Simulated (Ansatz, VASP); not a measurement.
Given: the input of a run of VASP 6.6.1 on Bi.

The input INCAR:

```
PREC = Accurate ; ENCUT = 520
EDIFF = 1E-6 ; ISMEAR = 0
SIGMA = 0.02 ; LREAL = False
LASPH = True ; NELM = 80
ALGO = Normal ; ISIF = 2
LWAVE = False ; LCHARG = False
GGA = PS ; NBANDS = 22
```

File KPOINTS:

```
Automatic mesh
0
Gamma
  7 7 7
```

File POSCAR:

```
Bi
1.0
    2.2675000000      1.3091417354      3.9380000000
   -2.2675000000      1.3091417354      3.9380000000
    0.0000000000     -2.6182834708      3.9380000000
Bi
2
Direct
    0.7660000000      0.7660000000      0.7660000000
    0.2340000000      0.2340000000      0.2340000000
```

Potentials or basis: VASP PAW PBE potentials, release 64 (Bi_d).

Command:

```bash
$ cat potpaw_PBE.64/Bi_d/POTCAR > POTCAR
$ mpirun -np 1 vasp_std > vasp.out
```

Set up the same calculation for Ansatz 0.2.0. Potentials there: all-electron LAPW, scalar-relativistic.

As run (the cutoff follows the program's own potentials):

input.yaml

```yaml
crystal:
  lattice:
    - [2.2675, 1.3091417354, 3.938]
    - [-2.2675, 1.3091417354, 3.938]
    - [0.0, -2.6182834708, 3.938]
  atoms:
    - { symbol: Bi, position: [0.766, 0.766, 0.766] }
    - { symbol: Bi, position: [0.234, 0.234, 0.234] }
kpoints:
  mp_grid: { grid: [7, 7, 7] }
scf:
  occupations: { method: gaussian, width: 0.02 }
hamiltonian:
  xc: pbesol
  pseudopotentials: { kind: all_electron, lapw: { basis_error: 0.001 } }
output:
  forces: true
  stress: true
  eigenvalues: true
```

Potentials or basis: all-electron LAPW, scalar-relativistic.

The run is started by

```console
$ ansatz run input.yaml --threads 1 --pin off --max-ram 3072MiB --backend cpu --events-out ev --progress --plain --runs-dir out
```

Both were run:

|  | VASP | Ansatz | Ansatz less VASP |
| --- | --- | --- | --- |
| gap on the k mesh at the Fermi level (eV) | 0.26 | 0.26 | -0.002 |
| least direct gap on the mesh (eV) | 0.52 | 0.52 | +0.001 |
| pressure (GPa) | -0.4 | -0.3 | +0.08 |
| traceless stress, the component that is largest in VASP (GPa) | -0.15 | -0.16 | -0.001 |
| rms of the force components (eV/Å) | 0.077 | 0.075 | -0.0027 |

VASP's potentials were made for PBE, not for PBEsol. Atom by atom the forces differ by 0.003 eV/Å (rms over components). Ansatz ran all-electron here, and VASP with PAW potentials.

Spin-orbit coupling is off throughout.
